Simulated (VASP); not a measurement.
# Ni (Fm-3m) in VASP: single point with PBE

Aim: the single point of Ni with PBE.

Everything below comes from runs of VASP 6.6.1. Logs are shortened: lines on timing, memory, paths and dates and some standing lists are left out, and cuts for length are marked.

### 1 The cell of the first run

The structure is cubic, space group Fm-3m (No. 225). The conventional cell has a = 3.535 Å, b = 3.535 Å, c = 3.535 Å, α = 90.00°, β = 90.00°, γ = 90.00°. Within 3.3 Å of Ni (site symmetry m-3m) lie 12 Ni at 2.50 Å.

### 2 Single point, PBE, collinear spin, ferromagnetic start

INCAR reads:

```
SYSTEM = Ni
PREC     = Accurate       ! precision mode
ENCUT    = 690            ! plane-wave cutoff, eV
EDIFF    = 1E-6           ! SCF threshold, eV
ISMEAR   = -1             ! smearing method
SIGMA    = 0.003          ! smearing width, eV
LREAL    = .False.        ! projectors in reciprocal space
LASPH    = .True.         ! aspherical terms in the spheres
NELM     = 200            ! most SCF steps
ALGO     = Normal         ! electronic algorithm
ISIF     = 2              ! what is computed and relaxed
LWAVE    = .False.        ! write WAVECAR
LCHARG   = .False.        ! write CHGCAR
ISPIN    = 2              ! spin polarisation
MAGMOM   = 2              ! initial moments
LORBIT   = 11             ! projections on sites
LMAXMIX  = 4              ! l up to which the mixer works
GGA      = PE             ! functional
NBANDS   = 19             ! bands
GGA_COMPAT= .False.
```

KPOINTS reads:

```
Automatic mesh
0
Gamma
  14 14 14
  0 0 0
```

POSCAR reads:

```
Ni
1.0
    0.0000000000      1.7672600000      1.7672600000
    1.7672600000      0.0000000000      1.7672600000
    1.7672600000      1.7672600000      0.0000000000
Ni
1
Direct
    0.0000000000      0.0000000000      0.0000000000
```

Potentials or basis: VASP PAW PBE potentials, release 64 (Ni_sv_GW).

Started as:

```console
$ cat potpaw_PBE.64/Ni_sv_GW/POTCAR > POTCAR
$ mpirun -np 1 vasp_std > vasp.out
```

OUTCAR:

```text
SYSTEM = Ni
   PREC = Accurate
   ENCUT = 690
   EDIFF = 1E-6
   ISMEAR = -1
   LREAL = .False.
   LASPH = .True.
   NELM = 200
   ISIF = 2
   ISPIN = 2
   LORBIT = 11
   GGA = PE

 ion  position               nearest neighbor table
   1  0.000  0.000  0.000-

  LATTYP: Found a face centered cubic cell.
 ALAT       =     3.5345200000

  Lattice vectors:

 A1 = (   0.0000000000,   1.7672600000,   1.7672600000)
 A2 = (   1.7672600000,   0.0000000000,   1.7672600000)
 A3 = (   1.7672600000,   1.7672600000,   0.0000000000)

Analysis of symmetry for initial positions (statically):
=====================================================================
 Subroutine PRICEL returns:
 Original cell was already a primitive cell.

 Routine SETGRP: Setting up the symmetry group for a
 face centered cubic supercell.

 Subroutine GETGRP returns: Found 48 space group operations
 (whereof 48 operations were pure point group operations)
 out of a pool of 48 trial point group operations.

The static configuration has the point symmetry O_h .

Analysis of symmetry for dynamics (positions and initial velocities):
=====================================================================
 Subroutine PRICEL returns:
 Original cell was already a primitive cell.

 Routine SETGRP: Setting up the symmetry group for a
 face centered cubic supercell.

 Subroutine GETGRP returns: Found 48 space group operations
 (whereof 48 operations were pure point group operations)
 out of a pool of 48 trial point group operations.

The dynamic configuration has the point symmetry O_h .

Analysis of structural, dynamic, and magnetic symmetry:
=====================================================================
 Subroutine PRICEL returns:
 Original cell was already a primitive cell.

 Routine SETGRP: Setting up the symmetry group for a
 face centered cubic supercell.

 Subroutine GETGRP returns: Found 48 space group operations
 (whereof 48 operations were pure point group operations)
 out of a pool of 48 trial point group operations.

The overall configuration has the point symmetry O_h .

 Subroutine INISYM returns: Found 48 space group operations
 (whereof 48 operations are pure point group operations),
 and found     1 'primitive' translations

----------------------------------------------------------------------------------------

                                     Primitive cell

  volume of cell :      11.0390

  direct lattice vectors                    reciprocal lattice vectors
     0.000000000  1.767260000  1.767260000    -0.282923848  0.282923848  0.282923848
     1.767260000  0.000000000  1.767260000     0.282923848 -0.282923848  0.282923848
     1.767260000  1.767260000  0.000000000     0.282923848  0.282923848 -0.282923848

  length of vectors
     2.499283060  2.499283060  2.499283060     0.490038480  0.490038480  0.490038480

  position of ions in fractional coordinates (direct lattice)
     0.000000000  0.000000000  0.000000000

  ion indices of the primitive-cell ions
   primitive index   ion index
                 1           1

----------------------------------------------------------------------------------------

 KPOINTS: Automatic mesh

Automatic generation of k-mesh.
 Grid dimensions read from file:
 generate k-points for:   14   14   14

 Generating k-lattice:

  Cartesian coordinates                     Fractional coordinates (reciprocal lattice)
    -0.020208846  0.020208846  0.020208846     0.071428571  0.000000000  0.000000000
     0.020208846 -0.020208846  0.020208846     0.000000000  0.071428571  0.000000000
     0.020208846  0.020208846 -0.020208846     0.000000000  0.000000000  0.071428571

  Length of vectors
     0.035002749  0.035002749  0.035002749

  Shift w.r.t. Gamma in fractional coordinates (k-lattice)
     0.000000000  0.000000000  0.000000000

 Subroutine IBZKPT returns following result:
 ===========================================

 Found    104 irreducible k-points:

 Following reciprocal coordinates:
            Coordinates               Weight
  0.000000  0.000000  0.000000      1.000000
  0.071429  0.000000  0.000000      8.000000
  0.142857  0.000000  0.000000      8.000000
  0.214286  0.000000  0.000000      8.000000
  0.285714  0.000000  0.000000      8.000000
  0.357143  0.000000  0.000000      8.000000
[... 16 lines left out ...]
  0.214286  0.142857  0.000000     24.000000
  0.285714  0.142857  0.000000     24.000000
 [... further k-points ...]
   k-points           NKPTS =    104   k-points in BZ     NKDIM =    104   number of bands    NBANDS=     19
   number of dos      NEDOS =    301   number of ions     NIONS =      1
   total plane-waves  NPLWV =  13824
   dimension x,y,z NGX =    24 NGY =   24 NGZ =   24
   dimension x,y,z NGXF=    48 NGYF=   48 NGZF=   48
   ions per type =               1
   NGX,Y,Z   is equivalent  to a cutoff of  15.96, 15.96, 15.96 a.u.
   NGXF,Y,Z  is equivalent  to a cutoff of  31.93, 31.93, 31.93 a.u.
 SYSTEM =  Ni
   PREC   = accura    normal or accurate (medium, high low for compatibility)
   ISTART =      0    job   : 0-new  1-cont  2-samecut
   ICHARG =      2    charge: 1-file 2-atom 10-const
   ISPIN  =      2    spin polarized calculation?
   LNONCOLLINEAR =      F non collinear calculations
   LSORBIT =      F    spin-orbit coupling
   LASPH  =      T    aspherical Exc in radial PAW
   ENCUT  =  690.0 eV  50.71 Ry    7.12 a.u.   5.35  5.35  5.35*2*pi/ulx,y,z
   NELM   =    200;   NELMIN=  2; NELMDL= -5     # of ELM steps
   EDIFF  = 0.1E-05   stopping-criterion for ELM
   LREAL  =      F    real-space projection
   EDIFFG = 0.1E-04   stopping-criterion for IOM
   NSW    =      0    number of steps for IOM
   IBRION =     -1    ionic relax: 0-MD 1-quasi-New 2-CG
   NFREE  =      0    steps in history (QN), initial steepest desc. (CG)
   ISIF   =      2    stress and relaxation
   ISYM   =      2    0-nonsym 1-usesym 2-fastsym
   POTIM  = 0.5000    time-step for ionic-motion
   TEBEG  =    0.0;   TEEND  =   0.0 temperature during run
   PSTRESS=    0.0 pullay stress
   NELECT =      18.0000    total number of electrons
   NUPDOWN=      -1.0000    fix difference up-down
   EMIN   =  10.00;   EMAX   =-10.00  energy-range for DOS
   EFERMI =   0.00;   METHOD = LEGACY
   ISMEAR =    -1;   SIGMA  =   0.00  broadening in eV -4-tet -1-fermi 0-gaus
   EFERMI_NEDOS =   21; number of points for ismear=-14 and -15
   IALGO  =     38    algorithm
   IMIX   =      4    mixing-type and parameters
     AMIX     =   0.40;   BMIX     =  1.00
     AMIX_MAG =   1.60;   BMIX_MAG =  1.00
  volume/ion in A,a.u.               =      11.04        74.50
  Fermi-wavevector in a.u.,A,eV,Ry     =   1.926882  3.641280 50.516744  3.712876
  Thomas-Fermi vector in A             =   2.959930
   LORBIT       =     11    0 simple, 1 ext, 2 COOP (PROOUT), +10 PAW based schemes
   GGA     = PE    functional components
   LHFCALC =     F    Hartree Fock is set to
   AEXX    =    0.0000 exact exchange contribution
   IVDW    =     0    specifies the selected vdW correction
   LEPSILON=     F    determine dielectric tensor
   LRPA    =     F    only Hartree local field effects (RPA)
 spin polarized calculation
  energy-cutoff  :      690.00
  volume of cell :       11.04
 maximum number of plane-waves:       467
 NGX is ok and might be reduce to    24
   NGX = 11   NGY = 11   NGZ = 11

 number of electron      18.0000010 magnetization       0.6817213

 Free energy of the ion-electron system (eV)
  ---------------------------------------------------
  ext. energy  EPLUGINS =         0.00000000
  ---------------------------------------------------
  free energy    TOTEN  =        -6.41878219 eV

  energy without entropy =       -6.41875430  energy(sigma->0) =       -6.41876825

 E-fermi :   7.7045     XC(G=0): -13.7829

 val. band max:        7.6955204046   @ k =   0.3571   0.2143   0.0000
 cond. band min:       7.7100929532   @ k =  -0.3571   0.2143   0.0714
 fundamental gap:      0.0145725486
 Fermi energy:         7.7044829450

 spin component 1

 k-point     1 :       0.0000    0.0000    0.0000
  band No.  band energies     occupation
      1     -96.0228      1.00000
      2     -56.2835      1.00000
      3     -56.2835      1.00000
      4     -56.2835      1.00000
      5      -1.3386      1.00000
      6       5.2190      1.00000
[... 11 lines left out ...]
     18      40.8813      0.00000
     19      47.0021      0.00000

 k-point     2 :       0.0714    0.0000    0.0000
  band No.  band energies     occupation
      1     -96.0212      1.00000
      2     -56.2937      1.00000
      3     -56.2850      1.00000
      4     -56.2850      1.00000
      5      -1.1410      1.00000
      6       5.1690      1.00000
[... 11 lines left out ...]
     18      42.4127      0.00000
     19      45.0217      0.00000

 k-point     3 :       0.1429    0.0000    0.0000
  band No.  band energies     occupation
      1     -96.0173      1.00000
      2     -56.3230      1.00000
      3     -56.2893      1.00000
      4     -56.2893      1.00000
      5      -0.5630      1.00000
      6       5.0434      1.00000
[... 11 lines left out ...]
     18      43.0668      0.00000
     19      43.0668      0.00000

 k-point     4 :       0.2143    0.0000    0.0000
  band No.  band energies     occupation
      1     -96.0111      1.00000
      2     -56.3646      1.00000
      3     -56.2954      1.00000
      4     -56.2954      1.00000
      5       0.3407      1.00000
      6       4.9195      1.00000
[... 407 lines left out ...]
     18      41.9853      0.00000
     19      45.9093      0.00000

 k-point    23 :       0.2143    0.1429    0.0000
  band No.  band energies     occupation
      1     -96.0107      1.00000
      2     -56.3488      1.00000
      3     -56.3057      1.00000
      4     -56.3039      1.00000
      5       0.3559      1.00000
      6       4.7041      1.00000
[... 11 lines left out ...]
     18      43.7170      0.00000
     19      47.8446      0.00000

 k-point    24 :       0.2857    0.1429    0.0000
  band No.  band energies     occupation
      1     -96.0045      1.00000
      2     -56.3861      1.00000
      3     -56.3131      1.00000
      4     -56.3107      1.00000
      5       1.2909      1.00000
      6       4.5719      1.00000
[... 11 lines left out ...]
     18      44.6280      0.00000
     19      48.6526      0.00000

 [... further k-points ...]

 spin component 2

 k-point     1 :       0.0000    0.0000    0.0000
  band No.  band energies     occupation
      1     -95.1098      1.00000
      2     -55.3914      1.00000
      3     -55.3914      1.00000
      4     -55.3914      1.00000
      5      -1.3855      1.00000
      6       6.0482      1.00000
[... 11 lines left out ...]
     18      40.7326      0.00000
     19      47.1830      0.00000

 k-point     2 :       0.0714    0.0000    0.0000
  band No.  band energies     occupation
      1     -95.1081      1.00000
      2     -55.4020      1.00000
      3     -55.3929      1.00000
      4     -55.3929      1.00000
      5      -1.1876      1.00000
      6       5.9904      1.00000
[... 11 lines left out ...]
     18      42.3485      0.00000
     19      45.1855      0.00000

 k-point     3 :       0.1429    0.0000    0.0000
  band No.  band energies     occupation
      1     -95.1040      1.00000
      2     -55.4324      1.00000
      3     -55.3973      1.00000
      4     -55.3973      1.00000
      5      -0.6072      1.00000
      6       5.8409      1.00000
[... 11 lines left out ...]
     18      43.2607      0.00000
     19      43.2607      0.00000

 k-point     4 :       0.2143    0.0000    0.0000
  band No.  band energies     occupation
      1     -95.0976      1.00000
      2     -55.4757      1.00000
      3     -55.4036      1.00000
      4     -55.4036      1.00000
      5       0.3086      1.00000
      6       5.6708      1.00000
[... 407 lines left out ...]
     18      41.9424      0.00000
     19      45.8131      0.00000

 k-point    23 :       0.2143    0.1429    0.0000
  band No.  band energies     occupation
      1     -95.0972      1.00000
      2     -55.4592      1.00000
      3     -55.4143      1.00000
      4     -55.4125      1.00000
      5       0.3179      1.00000
      6       5.4786      1.00000
[... 11 lines left out ...]
     18      43.6661      0.00000
     19      48.0257      0.00000

 k-point    24 :       0.2857    0.1429    0.0000
  band No.  band energies     occupation
      1     -95.0908      1.00000
      2     -55.4981      1.00000
      3     -55.4220      1.00000
      4     -55.4195      1.00000
      5       1.2770      1.00000
      6       5.3112      1.00000
[... 11 lines left out ...]
     18      44.6225      0.00000
     19      48.7775      0.00000

 [... further k-points ...]

------------------------ aborting loop because EDIFF is reached ----------------------------------------

  FORCE on cell =-STRESS in cart. coord.  units (eV):
  Direction    XX          YY          ZZ          XY          YZ          ZX
  --------------------------------------------------------------------------------------
  -------------------------------------------------------------------------------------
  Total       -0.2173005     -0.2173005     -0.2173005     -0.0000000     -0.0000000      0.0000000
  in kB      -31.5384167    -31.5384167    -31.5384167     -0.0000000     -0.0000000      0.0000000
  external PRESSURE =     -31.5384167 kB  Pullay stress =       0.0000000 kB

 VOLUME and BASIS-vectors are now :
 -----------------------------------------------------------------------------
  energy-cutoff  :      690.00
  volume of cell :       11.04
      direct lattice vectors                 reciprocal lattice vectors
     0.000000000  1.767260000  1.767260000    -0.282923848  0.282923848  0.282923848
     1.767260000  0.000000000  1.767260000     0.282923848 -0.282923848  0.282923848
     1.767260000  1.767260000  0.000000000     0.282923848  0.282923848 -0.282923848

 POSITION                                       TOTAL-FORCE (eV/Angst)
 -----------------------------------------------------------------------------------
      0.00000      0.00000      0.00000        -0.000000      0.000000      0.000000
 -----------------------------------------------------------------------------------
    total drift:                               -0.000000     -0.000000     -0.000000

  FREE ENERGIE OF THE ION-ELECTRON SYSTEM (eV)
  ---------------------------------------------------
  free  energy   TOTEN  =        -6.4187821928 eV

  energy  without entropy=       -6.4187542984  energy(sigma->0) =       -6.41876825

 total charge

# of ion       s       p       d       f       tot
--------------------------------------------------
    1        2.238   6.285   7.802   0.005  16.330

 magnetization (x)

# of ion       s       p       d       f       tot
--------------------------------------------------
    1       -0.001  -0.017   0.746  -0.000   0.727
```

Run time: 80 s. Hardware: 1 thread of Intel Xeon Platinum 8259CL at 2.50GHz (Skylake/Cascade Lake), shared host; peak memory 0.2 GiB.

What came out:

```
Free energy                                           : -6.4188 eV
Pressure                                              : -3.2 GPa
Net moment                                            : 0.68 μB per cell
Site moments                                          : Ni +0.73 μB
Valence electrons inside the program's atomic spheres : Ni 16.33
```

Caveat: the cell stands under tension.
